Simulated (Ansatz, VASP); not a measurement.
# One calculation of BaTiO3, two programs

INCAR

```
ALGO     = Normal         # electronic algorithm
EDIFF    = 1E-7           # SCF threshold, eV
ENCUT    = 520            # plane-wave cutoff, eV
GGA      = PS             # functional
ISIF     = 2              # what is computed and relaxed
ISMEAR   = -1             # smearing method
LASPH    = True           # aspherical terms in the spheres
LCHARG   = True           # write CHGCAR
LELF     = True           # ELF
LREAL    = False          # projectors in reciprocal space
LVHAR    = True         
LWAVE    = False          # write WAVECAR
NBANDS   = 28             # bands
NELM     = 60             # most SCF steps
PREC     = Accurate       # precision mode
SIGMA    = 0.05           # smearing width, eV
```

File KPOINTS:

```
k-points
0
Gamma
  7 7 7
```

File POSCAR:

```
BaTiO3
1.0
    2.8273666084      1.6323808724      2.3183934932
   -2.8273666084      1.6323808724      2.3183934932
    0.0000000000     -3.2647617449      2.3183934932
Ba Ti O
1 1 3
Direct
    0.0000000000      0.0000000000      0.0000000000
    0.4845000000      0.4845000000      0.4845000000
    0.5086000000      0.0175000000      0.5086000000
    0.0175000000      0.5086000000      0.5086000000
    0.5086000000      0.5086000000      0.0175000000
```

input.yaml

```yaml
crystal:
  lattice:
    - [2.8273666084, 1.6323808724, 2.3183934932]
    - [-2.8273666084, 1.6323808724, 2.3183934932]
    - [0.0, -3.2647617449, 2.3183934932]
  atoms:
    - { symbol: Ba, position: [0.0, 0.0, 0.0] }
    - { symbol: Ti, position: [0.4845, 0.4845, 0.4845] }
    - { symbol: O, position: [0.5086, 0.0175, 0.5086] }
    - { symbol: O, position: [0.0175, 0.5086, 0.5086] }
    - { symbol: O, position: [0.5086, 0.5086, 0.0175] }
hamiltonian:
  xc: pbesol
  pseudopotentials: { kind: paw }
kpoints:
  mp_grid: { grid: [7, 7, 7] }
  band_path:
    path:
      - [[0.0, 0.0, 0.0], [0.5, 0.0, 0.0], [0.5, 0.4971712123, -0.4971712123]]
      - [[0.5028287877, 0.5, 0.4971712123], [0.5, 0.5, 0.5], [0.0, 0.0, 0.0], [0.4985856061, 0.0, -0.4985856061]]
      - [[0.5014143939, 0.4985856061, 0.0], [0.5, 0.5, 0.0], [0.5014143939, 0.5014143939, 0.4971712123], [0.5, 0.5, 0.5]]
      - [[0.5, 0.0, 0.0], [0.5028287877, 0.4985856061, 0.4985856061]]
    npoints: 14
scf:
  occupations: { method: fermi_dirac, width: 0.05 }
  n_extra_bands: 12
output:
  forces: true
  stress: true
  eigenvalues: true
  fatbands: false
  write_density: true
  write_potential: true
  elf: true
  volumetric_format: npy
```

Alike in both runs: functional PBEsol; k mesh 7 × 7 × 7; occupations fermi-dirac, width 0.05 eV; no spin polarisation.

|  | VASP | Ansatz |
| --- | --- | --- |
| version | VASP 6.6.1 | Ansatz 0.2.0 |
| potentials or method | VASP PAW PBE potentials, release 64 (Ba_sv, Ti_sv, O) | Ansatz PAW |
| plane-wave cutoff (eV) | 520 | 420 |
| valence electrons in the cell | 40 | 40 |
| task | single point | band structure |

Ansatz gave:

```
gap on the k mesh at the Fermi level (eV)                     : 2.45
least direct gap on the mesh (eV)                             : 2.75
pressure (GPa)                                                : -1.2
traceless stress, the component that is largest in VASP (GPa) : -0.08
rms of the force components (eV/Å)                            : 0.052
```

**Question.** Which values does VASP return?

**Answer.** gap on the k mesh at the Fermi level (eV): 2.40; least direct gap on the mesh (eV): 2.74; pressure (GPa): 0.6; traceless stress, the component that is largest in VASP (GPa): -0.12; rms of the force components (eV/Å): 0.065.

VASP's potentials were made for PBE, not for PBEsol. Atom by atom the forces differ by 0.026 eV/Å (rms over components). The functional is the same, so the differences come from potentials, cutoffs and numerics.

Neither program's run includes spin-orbit coupling. Noted on Ansatz's run: the k mesh misses the band edges, so the gap on the mesh is wider than the one along the path.
